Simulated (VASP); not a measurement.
# H3C5 in VASP: further runs

The runs below take H3C5 through single point, with PBE.

Everything below comes from runs of VASP 6.6.1. Logs are shortened: lines on timing, memory, paths and dates and some standing lists are left out, and cuts for length are marked.

## Step 1: The cell of the first run

The cell holds a slab with vacuum, 32 atoms: a = 5.049 Å, b = 5.049 Å, c = 17.136 Å, α = 90.00°, β = 90.00°, γ = 90.00°.

## Step 2: Single point, PBE

Contents of INCAR:

```
SYSTEM = H3C5
ALGO = Normal ; EDIFF = 1E-6
ENCUT = 520 ; GGA = PE
ISIF = 2 ; ISMEAR = 0
LASPH = .True. ; LCHARG = .False.
LREAL = Auto ; LWAVE = .False.
NBANDS = 68 ; NELM = 100
PREC = Accurate ; SIGMA = 0.02
```

Contents of KPOINTS:

```
k-points
0
Gamma
  3 3 1
  0 0 0
```

Contents of POSCAR:

```
H3C5
1.0
    5.0487420000      0.0000000000      0.0000000000
    0.0000000000      5.0487420000      0.0000000000
    0.0000000000      0.0000000000     17.1355610000
H C
12 20
Direct
    0.4277868800      0.0000000000      0.0583581700
    0.0722131600      0.0000000000      0.0583581700
    0.9277869200      0.0000000000      0.0583581700
    0.5722132000      0.0000000000      0.0583581700
    0.4277868800      0.5000000400      0.0583581700
    0.0722131600      0.5000000400      0.0583581700
    0.9277869200      0.5000000400      0.0583581700
    0.5722132000      0.5000000400      0.0583581700
    0.7502013623      0.0037905668      0.3592869172
    0.2499029343      0.4961073830      0.3593189716
    0.7499738722      0.4959078354      0.3593403737
    1.2499507316      1.0036366627      0.3593210231
    0.2500000200      0.0000000000      0.0953981000
    0.7500000600      0.0000000000      0.0953981000
    0.2500000200      0.5000000400      0.0953981000
    0.7500000600      0.5000000400      0.0953981000
    0.2500000200      0.2500000200      0.1474827700
    0.7500000600      0.2500000200      0.1474827700
    0.2500000200      0.7500000600      0.1474827700
    0.7500000600      0.7500000600      0.1474827700
    0.0000241662      0.2499706009      0.1958636176
    0.4999868078      0.2499399249      0.1958693266
   -0.0000105785      0.7499563769      0.2036799674
    0.4999835529      0.7499445875      0.2036817949
   -0.0000112741      0.0165676943      0.2526186075
    0.4999780908      0.0165031533      0.2526272349
   -0.0000432263      0.4833204127      0.2526396091
    0.4999439824      0.4833059767      0.2526560055
    0.2499483948      0.0880180295      0.3001159271
    0.7499861024      0.0881052652      0.3000893471
    0.2499249585      0.4117430379      0.3001176245
    0.7499379435      0.4117153228      0.3001200361
```

Potentials or basis: VASP PAW PBE potentials, release 64 (H, C).

Command:

```
$ cat potpaw_PBE.64/H/POTCAR potpaw_PBE.64/C/POTCAR > POTCAR
$ mpirun -np 1 vasp_std > vasp.out
```

OUTCAR:

```text
SYSTEM = H3C5
   EDIFF = 1E-6
   ENCUT = 520
   GGA = PE
   ISIF = 2
   ISMEAR = 0
   LASPH = .True.
   LREAL = Auto
   NELM = 100
   PREC = Accurate

 ion  position               nearest neighbor table
   1  0.428  0.000  0.058-   4 0.73  13 1.10
   2  0.072  0.000  0.058-   3 0.73  13 1.10
   3  0.928  0.000  0.058-   2 0.73  14 1.10
   4  0.572  0.000  0.058-   1 0.73  14 1.10
   5  0.428  0.500  0.058-   8 0.73  15 1.10
   6  0.072  0.500  0.058-   7 0.73  15 1.10
   7  0.928  0.500  0.058-   6 0.73  16 1.10
   8  0.572  0.500  0.058-   5 0.73  16 1.10
   9  0.750  0.004  0.359-  30 1.10
  10  0.250  0.496  0.359-  31 1.10
  11  0.750  0.496  0.359-  32 1.10
  12  0.250  0.004  0.359-  29 1.10
  13  0.250  0.000  0.095-   1 1.10   2 1.10  19 1.55  17 1.55
  14  0.750  0.000  0.095-   4 1.10   3 1.10  20 1.55  18 1.55
  15  0.250  0.500  0.095-   5 1.10   6 1.10  19 1.55  17 1.55
  16  0.750  0.500  0.095-   8 1.10   7 1.10  20 1.55  18 1.55
  17  0.250  0.250  0.147-  21 1.51  22 1.51  13 1.55  15 1.55
  18  0.750  0.250  0.147-  21 1.51  22 1.51  14 1.55  16 1.55
[... 12 lines left out ...]
  31  0.250  0.412  0.300-  10 1.10  27 1.54  28 1.54  29 1.63
  32  0.750  0.412  0.300-  11 1.10  28 1.54  27 1.54  30 1.63

  LATTYP: Found a simple tetragonal cell.
 ALAT       =     5.0487420000
 C/A-ratio  =     3.3940258781

  Lattice vectors:

 A1 = (   5.0487420000,   0.0000000000,   0.0000000000)
 A2 = (   0.0000000000,   5.0487420000,   0.0000000000)
 A3 = (   0.0000000000,   0.0000000000,  17.1355610000)

Analysis of symmetry for initial positions (statically):
=====================================================================
 Subroutine PRICEL returns:
 Original cell was already a primitive cell.

 Routine SETGRP: Setting up the symmetry group for a
 simple tetragonal supercell.

 Subroutine GETGRP returns: Found  1 space group operations
 (whereof  1 operations were pure point group operations)
 out of a pool of 16 trial point group operations.

The static configuration has the point symmetry C_1 .

Analysis of symmetry for dynamics (positions and initial velocities):
=====================================================================
 Subroutine PRICEL returns:
 Original cell was already a primitive cell.

 Routine SETGRP: Setting up the symmetry group for a
 simple tetragonal supercell.

 Subroutine GETGRP returns: Found  1 space group operations
 (whereof  1 operations were pure point group operations)
 out of a pool of 16 trial point group operations.

The dynamic configuration has the point symmetry C_1 .

 Subroutine INISYM returns: Found  1 space group operations
 (whereof  1 operations are pure point group operations),
 and found     1 'primitive' translations

----------------------------------------------------------------------------------------

                                     Primitive cell

  volume of cell :     436.7820

  direct lattice vectors                    reciprocal lattice vectors
     5.048742000  0.000000000  0.000000000     0.198069143  0.000000000  0.000000000
     0.000000000  5.048742000  0.000000000     0.000000000  0.198069143  0.000000000
     0.000000000  0.000000000 17.135561000     0.000000000  0.000000000  0.058358171

  length of vectors
     5.048742000  5.048742000 17.135561000     0.198069143  0.198069143  0.058358171

  position of ions in fractional coordinates (direct lattice)
     0.427786880  0.000000000  0.058358170
     0.072213160  0.000000000  0.058358170
     0.927786920  0.000000000  0.058358170
     0.572213200  0.000000000  0.058358170
     0.427786880  0.500000040  0.058358170
     0.072213160  0.500000040  0.058358170
[... 24 lines left out ...]
     0.249924959  0.411743038  0.300117624
     0.749937944  0.411715323  0.300120036

  ion indices of the primitive-cell ions
   primitive index   ion index
                 1           1
                 2           2
                 3           3
                 4           4
                 5           5
                 6           6
[... 24 lines left out ...]
                31          31
                32          32

----------------------------------------------------------------------------------------

 KPOINTS: k-points

Automatic generation of k-mesh.
 Grid dimensions read from file:
 generate k-points for:    3    3    1

 Generating k-lattice:

  Cartesian coordinates                     Fractional coordinates (reciprocal lattice)
     0.066023048  0.000000000  0.000000000     0.333333333  0.000000000  0.000000000
     0.000000000  0.066023048  0.000000000     0.000000000  0.333333333  0.000000000
     0.000000000  0.000000000  0.058358171     0.000000000  0.000000000  1.000000000

  Length of vectors
     0.066023048  0.066023048  0.058358171

  Shift w.r.t. Gamma in fractional coordinates (k-lattice)
     0.000000000  0.000000000  0.000000000

 Subroutine IBZKPT returns following result:
 ===========================================

 Found      5 irreducible k-points:

 Following reciprocal coordinates:
            Coordinates               Weight
  0.000000  0.000000  0.000000      1.000000
  0.333333  0.000000  0.000000      2.000000
  0.000000  0.333333  0.000000      2.000000
  0.333333  0.333333  0.000000      2.000000
 -0.333333  0.333333  0.000000      2.000000
   k-points           NKPTS =      5   k-points in BZ     NKDIM =      5   number of bands    NBANDS=     68
   number of dos      NEDOS =    301   number of ions     NIONS =     32
   total plane-waves  NPLWV = 204800
   dimension x,y,z NGX =    40 NGY =   40 NGZ =  128
   dimension x,y,z NGXF=    80 NGYF=   80 NGZF=  256
   ions per type =              12  20
   NGX,Y,Z   is equivalent  to a cutoff of  13.17, 13.17, 12.42 a.u.
   NGXF,Y,Z  is equivalent  to a cutoff of  26.34, 26.34, 24.84 a.u.
 SYSTEM =  H3C5
   PREC   = accura    normal or accurate (medium, high low for compatibility)
   ISTART =      0    job   : 0-new  1-cont  2-samecut
   ICHARG =      2    charge: 1-file 2-atom 10-const
   ISPIN  =      1    spin polarized calculation?
   LNONCOLLINEAR =      F non collinear calculations
   LSORBIT =      F    spin-orbit coupling
   LASPH  =      T    aspherical Exc in radial PAW
   ENCUT  =  520.0 eV  38.22 Ry    6.18 a.u.   9.39  9.39 31.86*2*pi/ulx,y,z
   NELM   =    100;   NELMIN=  2; NELMDL= -5     # of ELM steps
   EDIFF  = 0.1E-05   stopping-criterion for ELM
   LREAL  =      T    real-space projection
   EDIFFG = 0.1E-04   stopping-criterion for IOM
   NSW    =      0    number of steps for IOM
   IBRION =     -1    ionic relax: 0-MD 1-quasi-New 2-CG
   NFREE  =      0    steps in history (QN), initial steepest desc. (CG)
   ISIF   =      2    stress and relaxation
   ISYM   =      2    0-nonsym 1-usesym 2-fastsym
   POTIM  = 0.5000    time-step for ionic-motion
   TEBEG  =    0.0;   TEEND  =   0.0 temperature during run
   PSTRESS=    0.0 pullay stress
   NELECT =      92.0000    total number of electrons
   NUPDOWN=      -1.0000    fix difference up-down
   EMIN   =  10.00;   EMAX   =-10.00  energy-range for DOS
   EFERMI =   0.00;   METHOD = LEGACY
   ISMEAR =     0;   SIGMA  =   0.02  broadening in eV -4-tet -1-fermi 0-gaus
   EFERMI_NEDOS =   21; number of points for ismear=-14 and -15
   IALGO  =     38    algorithm
   IMIX   =      4    mixing-type and parameters
     AMIX     =   0.40;   BMIX     =  1.00
     AMIX_MAG =   1.60;   BMIX_MAG =  1.00
  volume/ion in A,a.u.               =      13.65        92.11
  Fermi-wavevector in a.u.,A,eV,Ry     =   0.974053  1.840693 12.908923  0.948779
  Thomas-Fermi vector in A             =   2.104482
   LORBIT       =      0    0 simple, 1 ext, 2 COOP (PROOUT), +10 PAW based schemes
   GGA     = PE    functional components
   LHFCALC =     F    Hartree Fock is set to
   AEXX    =    0.0000 exact exchange contribution
   IVDW    =     0    specifies the selected vdW correction
   LEPSILON=     F    determine dielectric tensor
   LRPA    =     F    only Hartree local field effects (RPA)
 non-spin polarized calculation
 Gauss-broadening in eV      SIGMA  =   0.02
  energy-cutoff  :      520.00
  volume of cell :      436.78
 maximum number of plane-waves:     11773
 NGX is ok and might be reduce to    40
   NGX = 19   NGY = 19   NGZ = 63

 number of electron      92.0000006 magnetization

 Free energy of the ion-electron system (eV)
  ---------------------------------------------------
  ext. energy  EPLUGINS =         0.00000000
  ---------------------------------------------------
  free energy    TOTEN  =      -210.76930769 eV

  energy without entropy =     -210.76930769  energy(sigma->0) =     -210.76930769

 E-fermi :   1.1562     XC(G=0):  -5.1232

 val. band max:        1.0034793122   @ k =   0.0000   0.3333   0.0000
 cond. band min:       2.8599617222   @ k =   0.0000   0.0000   0.0000
 fundamental gap:      1.8564824099
 Fermi energy:         1.1561926277

 k-point     1 :       0.0000    0.0000    0.0000
  band No.  band energies     occupation
      1     -20.1263      2.00000
      2     -17.9266      2.00000
      3     -15.9173      2.00000
      4     -15.5627      2.00000
      5     -15.5215      2.00000
      6     -15.5189      2.00000
[... 50 lines left out ...]
     57       6.3666      0.00000
     58       6.6416      0.00000

 k-point     2 :       0.3333    0.0000    0.0000
  band No.  band energies     occupation
      1     -19.6170      2.00000
      2     -18.1111      2.00000
      3     -17.4209      2.00000
      4     -15.9576      2.00000
      5     -15.0488      2.00000
      6     -15.0172      2.00000
[... 50 lines left out ...]
     57       6.6286      0.00000
     58       6.6290      0.00000

 k-point     3 :       0.0000    0.3333    0.0000
  band No.  band energies     occupation
      1     -19.7510      2.00000
      2     -18.0182      2.00000
      3     -17.2199      2.00000
      4     -15.6087      2.00000
      5     -15.5810      2.00000
      6     -15.1558      2.00000
[... 50 lines left out ...]
     57       6.4779      0.00000
     58       6.7246      0.00000

 k-point     4 :       0.3333    0.3333    0.0000
  band No.  band energies     occupation
      1     -19.2442      2.00000
      2     -17.7456      2.00000
      3     -17.5136      2.00000
      4     -16.7215      2.00000
      5     -16.0322      2.00000
      6     -15.2753      2.00000
[... 50 lines left out ...]
     57       6.3649      0.00000
     58       6.7623      0.00000

 k-point     5 :      -0.3333    0.3333    0.0000
  band No.  band energies     occupation
      1     -19.2442      2.00000
      2     -17.7456      2.00000
      3     -17.5136      2.00000
      4     -16.7215      2.00000
      5     -16.0322      2.00000
      6     -15.2753      2.00000
[... 50 lines left out ...]
     57       6.3649      0.00000
     58       6.7622      0.00000
 [bands above 58 left out]

------------------------ aborting loop because EDIFF is reached ----------------------------------------

  FORCE on cell =-STRESS in cart. coord.  units (eV):
  Direction    XX          YY          ZZ          XY          YZ          ZX
  --------------------------------------------------------------------------------------
  -------------------------------------------------------------------------------------
  Total       70.9429587     -6.8371379     -4.1450789      0.0086919      0.0314906      0.0124676
  in kB      260.2287022    -25.0795786    -15.2047295      0.0318832      0.1155118      0.0457329
  external PRESSURE =      73.3147980 kB  Pullay stress =       0.0000000 kB

 VOLUME and BASIS-vectors are now :
 -----------------------------------------------------------------------------
  energy-cutoff  :      520.00
  volume of cell :      436.78
      direct lattice vectors                 reciprocal lattice vectors
     5.048742000  0.000000000  0.000000000     0.198069143  0.000000000  0.000000000
     0.000000000  5.048742000  0.000000000     0.000000000  0.198069143  0.000000000
     0.000000000  0.000000000 17.135561000     0.000000000  0.000000000  0.058358171

 POSITION                                       TOTAL-FORCE (eV/Angst)
 -----------------------------------------------------------------------------------
      2.15979      0.00000      1.00000        -8.859324     -0.043982      0.066634
      0.36459      0.00000      1.00000         8.859319     -0.044137      0.066511
      4.68416      0.00000      1.00000        -8.859334     -0.044090      0.066597
      2.88896      0.00000      1.00000         8.859333     -0.044052      0.066470
      2.15979      2.52437      1.00000        -8.859416      0.043855      0.066489
      0.36459      2.52437      1.00000         8.859348      0.043742      0.066580
[... 24 lines left out ...]
      1.26181      2.07878      5.14268         0.004066     -0.005050     -0.003725
      3.78624      2.07864      5.14273         0.004763     -0.003436     -0.010059
 -----------------------------------------------------------------------------------
    total drift:                                0.001687     -0.001082     -0.034254

  FREE ENERGIE OF THE ION-ELECTRON SYSTEM (eV)
  ---------------------------------------------------
  free  energy   TOTEN  =      -210.7693076860 eV

  energy  without entropy=     -210.7693076860  energy(sigma->0) =     -210.76930769
```

Run time: 9.3 min. Hardware: 1 thread of AMD EPYC 7R13, shared host; peak memory 0.47 GiB.

Results:

| Quantity | Value |
| --- | --- |
| Free energy | -210.7693 eV |
| Largest force | 8.860 eV/Å |
| Band gap on the k mesh | 1.86 eV |

Forces on the atoms (eV/Å):
```
H   -8.859 -0.044  0.067
H    8.859 -0.044  0.067
H   -8.859 -0.044  0.067
H    8.859 -0.044  0.066
H   -8.859  0.044  0.066
H    8.859  0.044  0.067
H   -8.859  0.044  0.067
H    8.859  0.044  0.066
H   -0.004 -0.013  0.025
H    0.000  0.009  0.021
H    0.000  0.013  0.020
H   -0.001 -0.009  0.017
C    0.000 -0.134  0.943
C   -0.001 -0.134  0.943
C    0.000  0.135  0.942
C   -0.001  0.134  0.943
C    0.002 -0.001 -2.789
C    0.000 -0.002 -2.786
C   -0.001 -0.005  0.556
C   -0.001 -0.006  0.556
C   -0.007  0.000 -0.007
C   -0.001  0.003 -0.005
C   -0.001  0.001  0.011
C    0.000 -0.001  0.012
C   -0.001 -0.042  0.026
C   -0.002 -0.034  0.029
C    0.000  0.040  0.025
C    0.002  0.039  0.017
C    0.004  0.012 -0.011
C    0.003  0.004 -0.006
C    0.004 -0.005 -0.004
C    0.005 -0.003 -0.010
```

## Step 3: Single point, PBE

Contents of INCAR:

```
PREC     = Accurate       # precision mode
ENCUT    = 520            # plane-wave cutoff, eV
EDIFF    = 1E-6           # SCF threshold, eV
ISMEAR   = 0              # smearing method
SIGMA    = 0.02           # smearing width, eV
LREAL    = Auto         
LASPH    = True           # aspherical terms in the spheres
NELM     = 100            # most SCF steps
ALGO     = Normal         # electronic algorithm
ISIF     = 2              # what is computed and relaxed
LWAVE    = False          # write WAVECAR
LCHARG   = True           # write CHGCAR
GGA      = PE             # functional
LELF     = True           # ELF
LVHAR    = True         
NBANDS   = 68             # bands
```

Contents of KPOINTS:

```
regular mesh
0
Gamma
  3 3 1
```

Contents of POSCAR:

```
H3C5
1.0
    5.0487420000      0.0000000000      0.0000000000
    0.0000000000      5.0487420000      0.0000000000
    0.0000000000      0.0000000000     17.1355610000
H C
12 20
Direct
    0.4277869616      0.0000000000      0.0583581711
    0.0722132365      0.0000000000      0.0583581711
    0.9277869616      0.0000000000      0.0583581711
    0.5722132365      0.0000000000      0.0583581711
    0.4277869616      0.5000000000      0.0583581711
    0.0722132365      0.5000000000      0.0583581711
    0.9277869616      0.5000000000      0.0583581711
    0.5722132365      0.5000000000      0.0583581711
    0.7502013373      0.0037906473      0.3592869238
    0.2499028471      0.4961073471      0.3593189625
    0.7499739539      0.4959078915      0.3593403799
    1.2499507798      1.0036367475      0.3593210050
    0.2500000990      0.0000000000      0.0953981022
    0.7500000990      0.0000000000      0.0953981022
    0.2500000990      0.5000000000      0.0953981022
    0.7500000990      0.5000000000      0.0953981022
    0.2500000990      0.2500000990      0.1474827699
    0.7500000990      0.2500000990      0.1474827699
    0.2500000990      0.7500000990      0.1474827699
    0.7500000990      0.7500000990      0.1474827699
    0.0000241644      0.2499705867      0.1958636195
    0.4999867294      0.2499398860      0.1958693386
   -0.0000104977      0.7499563258      0.2036799962
    0.4999835603      0.7499446397      0.2036818053
   -0.0000112899      0.0165676915      0.2526186333
    0.4999780143      0.0165031210      0.2526272119
   -0.0000431791      0.4833203994      0.2526395838
    0.4999439464      0.4833059404      0.2526559825
    0.2499484030      0.0880179657      0.3001159402
    0.7499860361      0.0881053142      0.3000893289
    0.2499250308      0.4117429649      0.3001176326
    0.7499379053      0.4117152352      0.3001200253
```

Potentials or basis: VASP PAW PBE potentials, release 64 (H, C).

Command:

```
$ cat potpaw_PBE.64/H/POTCAR potpaw_PBE.64/C/POTCAR > POTCAR
$ mpirun -np 1 vasp_std > vasp.out
```

It took 6.6 min on 1 thread of AMD EPYC 7R13, shared host; peak memory 0.47 GiB.

The run converged. Its results:

```yaml
Free_energy: -210.7693 eV
Largest_force: 8.860 eV/Å
Band_gap_on_the_k_mesh: 1.86 eV
```

Forces on the atoms (eV/Å):
```
H   -8.859 -0.044  0.067
H    8.859 -0.044  0.067
H   -8.859 -0.044  0.067
H    8.859 -0.044  0.066
H   -8.859  0.044  0.066
H    8.859  0.044  0.067
H   -8.859  0.044  0.067
H    8.859  0.044  0.066
H   -0.004 -0.013  0.025
H    0.000  0.009  0.021
H    0.000  0.013  0.020
H   -0.001 -0.009  0.017
C    0.000 -0.134  0.943
C   -0.001 -0.134  0.943
C    0.000  0.135  0.942
C   -0.001  0.134  0.943
C    0.002 -0.001 -2.789
C    0.000 -0.002 -2.786
C   -0.001 -0.005  0.556
C   -0.001 -0.006  0.556
C   -0.007  0.000 -0.007
C   -0.001  0.003 -0.005
C   -0.001  0.001  0.011
C    0.000 -0.001  0.012
C   -0.001 -0.042  0.026
C   -0.002 -0.034  0.029
C    0.000  0.040  0.025
C    0.002  0.039  0.017
C    0.004  0.012 -0.011
C    0.003  0.004 -0.006
C    0.004 -0.005 -0.004
C    0.005 -0.003 -0.010
```

Levels at points of the mesh, in eV from the valence-band top:
```tsv
k point	band 43	band 44	band 45	band 46	band 47	band 48	band 49	band 50
(0.00, 0.00, 0.00)	-2.59	-2.37	-0.52	-0.03	1.86	2.10	3.40	3.97
```
